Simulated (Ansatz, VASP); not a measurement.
## Pt in VASP and in Ansatz

File INCAR:

```
SYSTEM = Pt
ALGO = Normal
EDIFF = 1E-6
ENCUT = 520
GGA = PS
ISIF = 2
ISMEAR = -1
LASPH = .True.
LCHARG = .False.
LREAL = .False.
LWAVE = .False.
NBANDS = 11
NELM = 100
PREC = Accurate
SIGMA = 0.1
```

File KPOINTS:

```
k-points
0
Gamma
  14 14 14
  0 0 0
```

POSCAR

```
Pt
1.0
    2.6553673449      0.0000000000      0.0000000000
    0.0000000000      2.6553673449      0.0000000000
    0.0000000000      0.0000000000      2.6553673449
Pt
1
Direct
    0.0000000000      0.0000000000      0.0000000000
```

Input for Ansatz:

```yaml
crystal:
  lattice:
    - [2.6553673449, 0.0, 0.0]
    - [0.0, 2.6553673449, 0.0]
    - [0.0, 0.0, 2.6553673449]
  atoms:
    - { symbol: Pt, position: [0.0, 0.0, 0.0] }
hamiltonian:
  xc: pbesol
  pseudopotentials:
    kind: paw
    azcp:
      Pt: "pseudopotentials/Pt.paw.azcp"
basis:
  ecutwfc: 420
  fft_grid_basis: typed
kpoints:
  mp_grid: { grid: [14, 14, 14], shift: [0, 0, 0] }
magnetization:
  spin_polarized: false
scf:
  occupations: { method: fermi_dirac, width: 0.1 }
  lower_state_search: "off"
output:
  stress: true
```

Alike in both runs: task single point; functional PBEsol; k mesh 14 × 14 × 14; occupations fermi-dirac, width 0.1 eV; no spin polarisation.

|  | VASP | Ansatz |
| --- | --- | --- |
| version | VASP 6.6.1 | Ansatz 0.2.0 |
| potentials or method | VASP PAW PBE potentials, release 64 (Pt), cutoff 520 eV | plane waves (420 eV) with PAW, scalar-relativistic |
| valence electrons in the cell | 10 | 18 |

|  | VASP | Ansatz | Ansatz less VASP |
| --- | --- | --- | --- |
| pressure (GPa) | -13.8 | -13.4 | +0.31 |

VASP's potentials were made for PBE, not for PBEsol, and Ansatz warns of the same on its side. VASP's potentials hold 10 valence electrons a cell and Ansatz's 18, so a difference there can come from the potentials and not from the codes.

Neither program's run includes spin-orbit coupling.
